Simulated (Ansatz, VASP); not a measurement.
BeC2 in VASP and in Ansatz

```
Be C
1.0
     2.15487    1.24411    2.04554
    -2.15487    1.24411    2.04554
     0.00000   -2.48822    2.04554
Be C
1 2
Cartesian
  0.0000 0.0000 0.0000
  0.0000 0.0000 3.5895
  0.0000 0.0000 2.5471
```

Alike in both runs: task single point; functional PBEsol; k mesh 12 × 12 × 12; occupations gaussian, width 0.01 eV; no spin polarisation.

|  | VASP | Ansatz |
| --- | --- | --- |
| version | VASP 6.6.1 | Ansatz 0.2.0 |
| potentials or method | VASP PAW PBE potentials, release 64 (Be, C), cutoff 520 eV | scalar-relativistic, plane waves, PAW |
| valence electrons in the cell | 10 | 10 |

```csv
,VASP,Ansatz,Ansatz less VASP
gap on the k mesh at the Fermi level (eV),0.03,0.04,+0.004
least direct gap on the mesh (eV),0.91,0.92,+0.014
pressure (GPa),38.9,37.4,-1.49
"traceless stress, the component that is largest in VASP (GPa)",90.00,86.91,-3.090
rms of the force components (eV/Å),16.417,15.980,-0.4375
```

VASP's potentials were made for PBE, not for PBEsol. Atom by atom the forces differ by 0.438 eV/Å (rms over components). Both programs put the cell under a high pressure, so it lies far from rest at this level. The functional is the same, so the differences come from potentials, cutoffs and numerics.
